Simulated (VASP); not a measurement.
# BaO (Fm-3m) in VASP: a series of runs

Runs on BaO. Level: PBE. Tasks: single point, relaxation of cell and atoms.

All numbers are computed with VASP 6.6.1; they aren't measurements. Logs are shortened: lines on timing, memory, paths and dates and some standing lists are left out, and cuts for length are marked.

### Step 1. The cell of the first run

Symmetry: Fm-3m, No. 225, cubic system. The conventional cell has a = 5.574 Å, b = 5.574 Å, c = 5.574 Å, α = 90.00°, β = 90.00°, γ = 90.00°. Within 3.7 Å of Ba (site symmetry m-3m) lie 6 O at 2.79 Å. Within 3.7 Å of O (site symmetry m-3m) lie 6 Ba at 2.79 Å.

### Step 2. Single point, PBE

File INCAR:

```
SYSTEM = BaO
  ALGO = Normal
  EDIFF = 1E-6
  ENCUT = 600
  GGA = PE
  GGA_COMPAT = .FALSE.
  ISIF = 2
  ISMEAR = 0
  LASPH = .TRUE.
  LCHARG = .FALSE.
  LREAL = .FALSE.
  LWAVE = .FALSE.
  NBANDS = 15
  NELM = 120
  PREC = Accurate
  SIGMA = 0.02
```

File KPOINTS:

```
k-points
0
G
  8 8 8
  0 0 0
```

File POSCAR:

```
BaO
1.0
    0.0000000000      2.7869987881      2.7869987881
    2.7869987881      0.0000000000      2.7869987881
    2.7869987881      2.7869987881      0.0000000000
Ba O
1 1
Direct
    0.0000000000      0.0000000000      0.0000000000
    0.5000000000      0.5000000000      0.5000000000
```

Potentials or basis: VASP PAW PBE potentials, release 64 (Ba_sv, O).

The run is started by

```sh
cat potpaw_PBE.64/Ba_sv/POTCAR potpaw_PBE.64/O/POTCAR > POTCAR
mpirun -np 1 vasp_std > vasp.out
```

OUTCAR:

```text
SYSTEM = BaO
   EDIFF = 1E-6
   ENCUT = 600
   GGA = PE
   ISIF = 2
   ISMEAR = 0
   LASPH = .TRUE.
   LREAL = .FALSE.
   NELM = 120
   PREC = Accurate

 ion  position               nearest neighbor table
   1  0.000  0.000  0.000-   2 2.79   2 2.79   2 2.79   2 2.79   2 2.79   2 2.79
   2  0.500  0.500  0.500-   1 2.79   1 2.79   1 2.79   1 2.79   1 2.79   1 2.79

  LATTYP: Found a face centered cubic cell.
 ALAT       =     5.5739975762

  Lattice vectors:

 A1 = (   0.0000000000,   2.7869987881,   2.7869987881)
 A2 = (   2.7869987881,   0.0000000000,   2.7869987881)
 A3 = (   2.7869987881,   2.7869987881,   0.0000000000)

Analysis of symmetry for initial positions (statically):
=====================================================================
 Subroutine PRICEL returns:
 Original cell was already a primitive cell.

 Routine SETGRP: Setting up the symmetry group for a
 face centered cubic supercell.

 Subroutine GETGRP returns: Found 48 space group operations
 (whereof 48 operations were pure point group operations)
 out of a pool of 48 trial point group operations.

The static configuration has the point symmetry O_h .

Analysis of symmetry for dynamics (positions and initial velocities):
=====================================================================
 Subroutine PRICEL returns:
 Original cell was already a primitive cell.

 Routine SETGRP: Setting up the symmetry group for a
 face centered cubic supercell.

 Subroutine GETGRP returns: Found 48 space group operations
 (whereof 48 operations were pure point group operations)
 out of a pool of 48 trial point group operations.

The dynamic configuration has the point symmetry O_h .

 Subroutine INISYM returns: Found 48 space group operations
 (whereof 48 operations are pure point group operations),
 and found     1 'primitive' translations

----------------------------------------------------------------------------------------

                                     Primitive cell

  volume of cell :      43.2953

  direct lattice vectors                    reciprocal lattice vectors
     0.000000000  2.786998788  2.786998788    -0.179404455  0.179404455  0.179404455
     2.786998788  0.000000000  2.786998788     0.179404455 -0.179404455  0.179404455
     2.786998788  2.786998788  0.000000000     0.179404455  0.179404455 -0.179404455

  length of vectors
     3.941411484  3.941411484  3.941411484     0.310737632  0.310737632  0.310737632

  position of ions in fractional coordinates (direct lattice)
     0.000000000  0.000000000  0.000000000
     0.500000000  0.500000000  0.500000000

  ion indices of the primitive-cell ions
   primitive index   ion index
                 1           1
                 2           2

----------------------------------------------------------------------------------------

 KPOINTS: k-points

Automatic generation of k-mesh.
 Grid dimensions read from file:
 generate k-points for:    8    8    8

 Generating k-lattice:

  Cartesian coordinates                     Fractional coordinates (reciprocal lattice)
    -0.022425557  0.022425557  0.022425557     0.125000000  0.000000000  0.000000000
     0.022425557 -0.022425557  0.022425557     0.000000000  0.125000000  0.000000000
     0.022425557  0.022425557 -0.022425557     0.000000000  0.000000000  0.125000000

  Length of vectors
     0.038842204  0.038842204  0.038842204

  Shift w.r.t. Gamma in fractional coordinates (k-lattice)
     0.000000000  0.000000000  0.000000000

 Subroutine IBZKPT returns following result:
 ===========================================

 Found     29 irreducible k-points:

 Following reciprocal coordinates:
            Coordinates               Weight
  0.000000  0.000000  0.000000      1.000000
  0.125000  0.000000  0.000000      8.000000
  0.250000  0.000000  0.000000      8.000000
  0.375000  0.000000  0.000000      8.000000
  0.500000  0.000000  0.000000      4.000000
  0.125000  0.125000  0.000000      6.000000
[... 16 lines left out ...]
  0.500000  0.250000  0.125000     48.000000
 -0.375000  0.250000  0.125000     24.000000
 [... further k-points ...]
   k-points           NKPTS =     29   k-points in BZ     NKDIM =     29   number of bands    NBANDS=     15
   number of dos      NEDOS =    301   number of ions     NIONS =      2
   total plane-waves  NPLWV =  32768
   dimension x,y,z NGX =    32 NGY =   32 NGZ =   32
   dimension x,y,z NGXF=    64 NGYF=   64 NGZF=   64
   ions per type =               1   1
   NGX,Y,Z   is equivalent  to a cutoff of  13.50, 13.50, 13.50 a.u.
   NGXF,Y,Z  is equivalent  to a cutoff of  26.99, 26.99, 26.99 a.u.
 SYSTEM =  BaO
   PREC   = accura    normal or accurate (medium, high low for compatibility)
   ISTART =      0    job   : 0-new  1-cont  2-samecut
   ICHARG =      2    charge: 1-file 2-atom 10-const
   ISPIN  =      1    spin polarized calculation?
   LNONCOLLINEAR =      F non collinear calculations
   LSORBIT =      F    spin-orbit coupling
   LASPH  =      T    aspherical Exc in radial PAW
   ENCUT  =  600.0 eV  44.10 Ry    6.64 a.u.   7.87  7.87  7.87*2*pi/ulx,y,z
   NELM   =    120;   NELMIN=  2; NELMDL= -5     # of ELM steps
   EDIFF  = 0.1E-05   stopping-criterion for ELM
   LREAL  =      F    real-space projection
   EDIFFG = 0.1E-04   stopping-criterion for IOM
   NSW    =      0    number of steps for IOM
   IBRION =     -1    ionic relax: 0-MD 1-quasi-New 2-CG
   NFREE  =      0    steps in history (QN), initial steepest desc. (CG)
   ISIF   =      2    stress and relaxation
   ISYM   =      2    0-nonsym 1-usesym 2-fastsym
   POTIM  = 0.5000    time-step for ionic-motion
   TEBEG  =    0.0;   TEEND  =   0.0 temperature during run
   PSTRESS=    0.0 pullay stress
   NELECT =      16.0000    total number of electrons
   NUPDOWN=      -1.0000    fix difference up-down
   EMIN   =  10.00;   EMAX   =-10.00  energy-range for DOS
   EFERMI =   0.00;   METHOD = LEGACY
   ISMEAR =     0;   SIGMA  =   0.02  broadening in eV -4-tet -1-fermi 0-gaus
   EFERMI_NEDOS =   21; number of points for ismear=-14 and -15
   IALGO  =     38    algorithm
   IMIX   =      4    mixing-type and parameters
     AMIX     =   0.40;   BMIX     =  1.00
     AMIX_MAG =   1.60;   BMIX_MAG =  1.00
  volume/ion in A,a.u.               =      21.65       146.09
  Fermi-wavevector in a.u.,A,eV,Ry     =   1.174811  2.220071 18.778505  1.380181
  Thomas-Fermi vector in A             =   2.311202
   LORBIT       =      0    0 simple, 1 ext, 2 COOP (PROOUT), +10 PAW based schemes
   GGA     = PE    functional components
   LHFCALC =     F    Hartree Fock is set to
   AEXX    =    0.0000 exact exchange contribution
   IVDW    =     0    specifies the selected vdW correction
   LEPSILON=     F    determine dielectric tensor
   LRPA    =     F    only Hartree local field effects (RPA)
 non-spin polarized calculation
 Gauss-broadening in eV      SIGMA  =   0.02
  energy-cutoff  :      600.00
  volume of cell :       43.30
 maximum number of plane-waves:      1459
   NGX = 15   NGY = 15   NGZ = 15

 number of electron      16.0000002 magnetization

 Free energy of the ion-electron system (eV)
  ---------------------------------------------------
  ext. energy  EPLUGINS =         0.00000000
  ---------------------------------------------------
  free energy    TOTEN  =       -11.80658003 eV

  energy without entropy =      -11.80658003  energy(sigma->0) =      -11.80658003

 E-fermi :   1.9018     XC(G=0):  -9.5327

 val. band max:        1.7449481108   @ k =   0.5000   0.5000   0.0000
 cond. band min:       3.7829733647   @ k =   0.5000   0.5000   0.0000
 fundamental gap:      2.0380252538
 Fermi energy:         1.9017755119

 k-point     1 :       0.0000    0.0000    0.0000
  band No.  band energies     occupation
      1     -24.1668      2.00000
      2     -13.2159      2.00000
      3      -8.7151      2.00000
      4      -8.7151      2.00000
      5      -8.7151      2.00000
      6       1.4513      2.00000
      7       1.4513      2.00000
      8       1.4513      2.00000
      9       5.2116      0.00000
     10       6.4387      0.00000
     11       6.4387      0.00000
     12       6.4387      0.00000
     13       8.6573      0.00000
     14       8.6573      0.00000
     15      11.7054      0.00000

 k-point     2 :       0.1250    0.0000    0.0000
  band No.  band energies     occupation
      1     -24.1334      2.00000
      2     -13.3151      2.00000
      3      -8.7502      2.00000
      4      -8.7327      2.00000
      5      -8.7327      2.00000
      6       1.1196      2.00000
      7       1.2585      2.00000
      8       1.2585      2.00000
      9       5.8411      0.00000
     10       6.3226      0.00000
     11       6.7218      0.00000
     12       6.7218      0.00000
     13       9.0428      0.00000
     14       9.0428      0.00000
     15      12.6398      0.00000

 k-point     3 :       0.2500    0.0000    0.0000
  band No.  band energies     occupation
      1     -24.0512      2.00000
      2     -13.5552      2.00000
      3      -8.8288      2.00000
      4      -8.7743      2.00000
      5      -8.7743      2.00000
      6       0.5018      2.00000
      7       0.8463      2.00000
      8       0.8463      2.00000
      9       6.2106      0.00000
     10       7.4225      0.00000
     11       7.4864      0.00000
     12       7.4864      0.00000
     13      10.0016      0.00000
     14      10.0016      0.00000
     15      14.6510      0.00000
[... 343 lines left out ...]
 k-point    23 :       0.5000    0.2500    0.1250
  band No.  band energies     occupation
      1     -23.9247      2.00000
      2     -13.6932      2.00000
      3      -9.2846      2.00000
      4      -9.1644      2.00000
      5      -8.8311      2.00000
      6       0.3755      2.00000
      7       0.6336      2.00000
      8       1.2278      2.00000
      9       5.8919      0.00000
     10       7.6830      0.00000
     11       9.0257      0.00000
     12       9.1827      0.00000
     13      11.1403      0.00000
     14      12.5666      0.00000
     15      14.3997      0.00000

 k-point    24 :      -0.3750    0.2500    0.1250
  band No.  band energies     occupation
      1     -23.8964      2.00000
      2     -13.7375      2.00000
      3      -9.3047      2.00000
      4      -9.3018      2.00000
      5      -8.8237      2.00000
      6       0.2822      2.00000
      7       0.8636      2.00000
      8       0.9325      2.00000
      9       6.5845      0.00000
     10       7.1841      0.00000
     11       9.4855      0.00000
     12       9.5363      0.00000
     13      11.6849      0.00000
     14      13.3704      0.00000
     15      13.7193      0.00000

 [... further k-points ...]

------------------------ aborting loop because EDIFF is reached ----------------------------------------

  FORCE on cell =-STRESS in cart. coord.  units (eV):
  Direction    XX          YY          ZZ          XY          YZ          ZX
  --------------------------------------------------------------------------------------
  -------------------------------------------------------------------------------------
  Total        0.4056947      0.4056947      0.4056947      0.0000000     -0.0000000      0.0000000
  in kB       15.0130729     15.0130729     15.0130729      0.0000000     -0.0000000      0.0000000
  external PRESSURE =      15.0130729 kB  Pullay stress =       0.0000000 kB

 VOLUME and BASIS-vectors are now :
 -----------------------------------------------------------------------------
  energy-cutoff  :      600.00
  volume of cell :       43.30
      direct lattice vectors                 reciprocal lattice vectors
     0.000000000  2.786998788  2.786998788    -0.179404455  0.179404455  0.179404455
     2.786998788  0.000000000  2.786998788     0.179404455 -0.179404455  0.179404455
     2.786998788  2.786998788  0.000000000     0.179404455  0.179404455 -0.179404455

 POSITION                                       TOTAL-FORCE (eV/Angst)
 -----------------------------------------------------------------------------------
      0.00000      0.00000      0.00000         0.000000      0.000000      0.000000
      2.78700      2.78700      2.78700         0.000000      0.000000      0.000000
 -----------------------------------------------------------------------------------
    total drift:                                0.000000     -0.000000      0.000000

  FREE ENERGIE OF THE ION-ELECTRON SYSTEM (eV)
  ---------------------------------------------------
  free  energy   TOTEN  =       -11.8065800323 eV

  energy  without entropy=      -11.8065800323  energy(sigma->0) =      -11.80658003
```

It took 23 s on 1 thread of Intel Xeon Platinum 8488C (Sapphire Rapids), shared host; peak memory 0.18 GiB.

What came out:

- Free energy: -11.8066 eV
- Pressure: 1.5 GPa
- Band gap on the k mesh: 2.04 eV, direct

Caveat: spin-orbit coupling is left out, which moves the levels of the heavy elements. PBE gaps usually lie below the measured ones, often by a third to a half.

### Step 3. Relaxation of cell and atoms, PBE

This run uses another cell than the first one, of 21.73 Å³/atom, 1.004 times its volume.

File INCAR:

```
SYSTEM = BaO
  ALGO = Normal
  EDIFF = 1E-7
  EDIFFG = -0.01
  ENCUT = 600
  GGA = PE
  GGA_COMPAT = .FALSE.
  IBRION = 2
  ISIF = 3
  ISMEAR = 0
  LASPH = .TRUE.
  LCHARG = .FALSE.
  LREAL = .FALSE.
  LWAVE = .FALSE.
  NELM = 120
  NELMIN = 4
  NSW = 100
  PREC = Accurate
  SIGMA = 0.02
```

KPOINTS is that of step 2.

File POSCAR:

```
BaO
1.0
    0.0000000000      2.7903916800      2.7903916800
    2.7903916800      0.0000000000      2.7903916800
    2.7903916800      2.7903916800      0.0000000000
Ba O
1 1
Direct
    0.0000000000      0.0000000000      0.0000000000
    0.5000000000      0.5000000000      0.5000000000
```

Potentials or basis: VASP PAW PBE potentials, release 64 (Ba_sv, O).

The run is started by

```sh
cat potpaw_PBE.64/Ba_sv/POTCAR potpaw_PBE.64/O/POTCAR > POTCAR
mpirun -np 1 vasp_std > vasp.out
```

Run time: 54 s. Hardware: 1 thread of Intel Xeon Platinum 8488C (Sapphire Rapids), shared host; peak memory 0.18 GiB.

The run converged. Its results:

- Free energy: -11.8109 eV
- Relaxed volume: 22.10 Å³/atom
- Relaxed cell: a = 3.969 Å, b = 3.969 Å, c = 3.969 Å, α = 60.00°, β = 60.00°, γ = 60.00°
- Space group after relaxing (to 0.05 Å): Fm-3m (No. 225)
- Energy gained by relaxing: 1.4 meV/atom
- Ionic steps: 3
- Pressure after relaxing: 0.0 GPa
- Band gap on the k mesh: 2.10 eV, direct

Step by step:
| step | energy change (eV) | largest force (eV/Å) | pressure (GPa) | volume (Å³) |
| --- | --- | --- | --- | --- |
| 1 | 0.0000 | 0.0000 | 1.22 | 43.45 |
| 2 | -0.0024 | 0.0000 | -0.44 | 44.50 |
| 3 | -0.0028 | 0.0000 | 0.00 | 44.21 |

Final structure:
```
Ba O
1.0
     0.00000    2.80643    2.80643
     2.80643    0.00000    2.80643
     2.80643    2.80643    0.00000
Ba O
1 1
Direct
  0.00000 0.00000 0.00000
  0.50000 0.50000 0.50000
```

Levels at points of the mesh, in eV from the valence-band top:
```
           k point  band 5  band 6  band 7  band 8  band 9  band 10  band 11  band 12
(0.00, 0.00, 0.00)  -10.50   -0.24   -0.24   -0.24    3.38     4.70     4.70     4.70
(0.50, 0.00, 0.00)  -10.61   -1.84   -1.30   -1.30    4.88     7.04     7.04     7.97
(0.50, 0.50, 0.00)  -11.02   -0.10   -0.10    0.00    2.10     5.82     8.71     9.15
```

Caveat: spin-orbit coupling is left out, which moves the levels of the heavy elements. Expect the measured gap to be larger: semilocal functionals such as PBE lack the derivative discontinuity.
